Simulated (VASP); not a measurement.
# Rh: single point with PBE

The system is Rh.

```
Rh
1.0
     0.00000    1.85402    1.71627
     1.85402    0.00000    1.71627
     1.85402    1.85402    0.00000
Rh
1
Direct
  0.00000 0.00000 0.00000
```

This cell differs from its parent crystal: volume 11.799 Å^3 an atom, c/a of the conventional cell 0.9257.

- Program: VASP 6.6.1
- Task: single point
- Functional: PBE
- Potentials or basis: VASP PAW PBE potentials, release 64 (Rh_pv)
- Cutoff: 520 eV
- k mesh: 22 × 22 × 22
- Occupations: gaussian, width 0.15 eV
- Spin: no spin polarisation

```json
{"Pressure": "71.3 GPa"}
```

Stress tensor (GPa, compression positive):
```
62.66  0.00  0.00
 0.00 62.66  0.00
 0.00  0.00 88.45
```

Levels at points of the mesh, in eV from the Fermi level:
| k point | band 4 | band 5 | band 6 | band 7 | band 8 | band 9 | band 10 | band 11 |
| --- | --- | --- | --- | --- | --- | --- | --- | --- |
| (0.00, 0.00, 0.00) | -9.10 | -4.15 | -4.15 | -3.20 | -1.87 | -0.68 | 15.89 | 20.13 |
| (0.50, 0.00, 0.00) | -7.50 | -4.52 | -3.41 | 0.48 | 0.66 | 1.06 | 10.46 | 15.28 |
| (0.50, 0.50, 0.00) | -7.95 | -7.55 | 0.72 | 1.36 | 1.36 | 4.86 | 13.31 | 13.31 |
| (0.50, 0.00, 0.50) | -7.87 | -7.36 | 0.69 | 0.85 | 1.68 | 2.96 | 13.65 | 14.14 |

It took 57 s on 1 thread of Intel(R) Xeon(R) 6975P-C (Granite Rapids), on a shared host, peak memory 0.23 GiB.
